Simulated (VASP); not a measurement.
Crystal: KI.

```
K I
1.0
     0.00000    3.36475    3.36475
     3.36475    0.00000    3.36475
     3.36475    3.36475    0.00000
K I
1 1
Direct
  0.00000 0.00000 0.00000
  0.50000 0.50000 0.50000
```

| Item | Value |
| --- | --- |
| Program | VASP 6.6.1 |
| Task | relaxation of cell and atoms |
| Functional | PBE |
| Potentials or basis | VASP PAW PBE potentials, release 64 (K_sv, I) |
| Cutoff | 600 eV |
| k mesh | 6 × 6 × 6 |
| Occupations | gaussian, width 0.02 eV |
| Spin | no spin polarisation |

At the start: pressure 3.4 GPa; volume 38.09 Å³/atom.

Question: How do energy, volume and symmetry change on relaxing?

Answer: Over 4 steps the energy falls by 72.3 meV/atom and the volume is 46.29 Å³/atom (+21.5 %); space group Fm-3m (No. 225, to 0.05 Å).

The path:
| step | energy change (eV) | largest force (eV/Å) | pressure (GPa) | volume (Å³) |
| --- | --- | --- | --- | --- |
| 1 | 0.0000 | 0.0000 | 3.38 | 76.19 |
| 2 | -0.1215 | 0.0000 | 1.08 | 85.39 |
| 3 | -0.1431 | 0.0000 | 0.24 | 90.85 |
| 4 | -0.1445 | 0.0000 | 0.03 | 92.58 |

Final structure:
```
K I
1.0
     0.00000    3.59057    3.59057
     3.59057    0.00000    3.59057
     3.59057    3.59057    0.00000
K I
1 1
Direct
  0.00000 0.00000 0.00000
  0.50000 0.50000 0.50000
```

Caveat: the volume moved by over 15 % at a fixed basis, so the end points are rough.
